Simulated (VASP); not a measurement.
Wanted: the native input for a VASP 6.6.1 run.

| Property | Result |
| --- | --- |
| Task | single point |
| Functional | PBEsol |
| Potentials or basis | VASP PAW PBE potentials, release 64 (C) |
| Cutoff | 520 eV |
| k mesh | 14 × 14 × 14 |
| Occupations | methfessel-paxton, width 0.15 eV |
| Spin | no spin polarisation |
| Dipole correction | no |
| Further INCAR settings | ALGO = Normal; EDIFF = 1e-06; NBANDS = 11 |

The structure of C lies in POSCAR:

```
C
1.0
    0.0000000000      2.0835796532      3.2796542920
    1.2029317415      0.0000000000      3.2796542920
    1.2029317415      2.0835796532      0.0000000000
C
2
Direct
    0.1666666667      0.8333333333      0.1666666667
    0.8333333333      0.1666666667      0.8333333333
```

These files were run (other wordings do the same):

INCAR

```
SYSTEM = C
ALGO = Normal
EDIFF = 1E-6
ENCUT = 520
GGA = PS
ISIF = 2
ISMEAR = 1
LASPH = .TRUE.
LCHARG = .FALSE.
LREAL = .FALSE.
LWAVE = .FALSE.
NBANDS = 11
NELM = 60
PREC = Accurate
SIGMA = 0.15
```

KPOINTS

```
k-points
0
G
  14 14 14
  0 0 0
```

Potentials or basis: VASP PAW PBE potentials, release 64 (C).

Command:

```sh
$ cat potpaw_PBE.64/C/POTCAR > POTCAR
$ mpirun -np 1 vasp_std > vasp.out
```

It gave:

```
Pressure      : 22.0 GPa
Largest force : 0.042 eV/Å
```

Caveat: the cell stands under pressure; this functional lacks dispersion, which binds the layers, so the pressure and a relaxed spacing across them are unreliable; the PAW data sets were made with another functional, which shifts forces and pressure a little.

It took 2.5 min on 1 thread of Intel Xeon 8259CL, on a shared host, peak memory 0.18 GiB.
